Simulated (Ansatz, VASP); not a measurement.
## LuGaN2: VASP beside Ansatz

File INCAR:

```
ALGO = Normal
EDIFF = 1E-6
ENCUT = 520
GGA = PE
ISIF = 2
ISMEAR = -1
LASPH = True
LCHARG = False
LREAL = False
LWAVE = False
NBANDS = 32
NELM = 100
PREC = Accurate
SIGMA = 0.02
```

The input KPOINTS:

```
k-points
0
Gamma
  10 10 10
```

Contents of POSCAR:

```
LuGaN2
1.0
    1.6090533074      0.9289873602      5.0670005234
   -1.6090533074      0.9289873602      5.0670005234
    0.0000000000     -1.8579747204      5.0670005234
Ga Lu N
1 1 2
Direct
    1.0000000000      0.0000000000      0.0000000000
    0.5000000000      0.5000000000      0.5000000000
    0.2563826318      0.2563826318      0.2563826318
    0.7436173682      0.7436173682      0.7436173682
```

Input for Ansatz:

```yaml
crystal:
  lattice:
    - [1.6090533074, 0.9289873602, 5.0670005234]
    - [-1.6090533074, 0.9289873602, 5.0670005234]
    - [0.0, -1.8579747204, 5.0670005234]
  atoms:
    - { symbol: Ga, position: [1.0, 0.0, 0.0] }
    - { symbol: Lu, position: [0.5, 0.5, 0.5] }
    - { symbol: "N", position: [0.2563826318, 0.2563826318, 0.2563826318] }
    - { symbol: "N", position: [0.7436173682, 0.7436173682, 0.7436173682] }
kpoints:
  mp_grid: { grid: [10, 10, 10] }
  band_path:
    path:
      - [[0.0, 0.0, 0.0], [0.5, 0.5, 0.5], [0.8109241281724, 0.1890758718276, 0.5]]
      - [[0.5, -0.1890758718276, 0.1890758718276], [0.5, 7.254307977869e-17, 6.802542814481e-17], [0.0, 0.0, 0.0], [0.3445379359138, -0.3445379359138, 1.720137424173e-17]]
      - [[0.6554620640862, 5.119005381236e-17, 0.3445379359138], [0.5, 8.478734693538e-17, 0.5], [0.0, 0.0, 0.0]]
    npoints: 10
hamiltonian:
  xc: pbe
scf:
  occupations: { method: fermi_dirac, width: 0.02 }
  n_extra_bands: 5
output:
  forces: true
  stress: true
  eigenvalues: true
```

Alike in both runs: task single point; functional PBE; k mesh 10 × 10 × 10; occupations fermi-dirac, width 0.02 eV; no spin polarisation.

|  | VASP | Ansatz |
| --- | --- | --- |
| version | VASP 6.6.1 | Ansatz 0.2.0 |
| potentials or method | VASP PAW PBE potentials, release 64 (Ga_d, Lu, N) | plane waves, PAW |
| plane-wave cutoff (eV) | 520 | 420 |
| valence electrons in the cell | 48 | 48 |

```csv
,VASP,Ansatz,Ansatz less VASP
gap on the k mesh at the Fermi level (eV),1.47,1.48,+0.006
pressure (GPa),6.0,5.1,-0.90
"traceless stress, the component that is largest in VASP (GPa)",-0.78,-0.73,+0.053
rms of the force components (eV/Å),0.009,0.025,+0.0162
```

Atom by atom the forces differ by 0.016 eV/Å (rms over components). The functional is the same, so the differences come from potentials, cutoffs and numerics.

Neither program's run includes spin-orbit coupling.
